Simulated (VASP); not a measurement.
Here is a VASP 6.6.1 calculation.

The input INCAR:

```
PREC = Accurate ; ENCUT = 600
EDIFF = 1E-6 ; ISMEAR = -1
SIGMA = 0.1 ; LREAL = False
LASPH = True ; NELM = 60
ALGO = Normal ; ISIF = 3
LWAVE = False ; LCHARG = False
GGA = PS ; IBRION = 2
NSW = 100 ; EDIFFG = -0.002
```

KPOINTS

```
regular mesh
0
Gamma
  20 20 12
```

File POSCAR:

```
Ru
1.0
    2.7058000000      0.0000000000      0.0000000000
   -1.3529000000      2.3432915376      0.0000000000
    0.0000000000      0.0000000000      4.2819000000
Ru
2
Direct
    0.3333333333      0.6666666667      0.2500000000
    0.6666666667      0.3333333333      0.7500000000
```

Potentials or basis: VASP PAW PBE potentials, release 64 (Ru_pv).

Launch:

```console
$ cat potpaw_PBE.64/Ru_pv/POTCAR > POTCAR
$ mpirun -np 1 vasp_std > vasp.out
```

Question: What does it give for the band gap on the k mesh?

Answer: Zero (band 14 reaches 14.70 eV, above the bottom of band 15 at 11.36 eV).

Question: Estimate the relaxed volume.

Answer: 13.32 Å³/atom.

Question: Predict the relaxed cell.

Answer: a = 2.692 Å, b = 2.692 Å, c = 4.248 Å, α = 90.00°, β = 90.00°, γ = 120.00°.

Step by step:
```csv
step,energy change (eV),largest force (eV/Å),pressure (GPa),volume (Å³)
1,0.0000,0.0000,-6.22,27.15
2,0.0966,0.0000,23.67,25.13
3,-0.0101,0.0000,-0.18,26.66
4,-0.0101,0.0000,0.06,26.64
5,-0.0102,0.0000,-0.02,26.65
6,-0.0102,0.0000,0.01,26.65
7,-0.0102,0.0000,0.03,26.65
8,-0.0102,0.0000,0.02,26.65
9,-0.0102,0.0000,0.02,26.65
10,-0.0102,0.0000,-0.03,26.65
11,-0.0102,0.0000,-0.01,26.65
```

Caveat: the PAW data sets were made with another functional, which shifts forces and pressure a little.
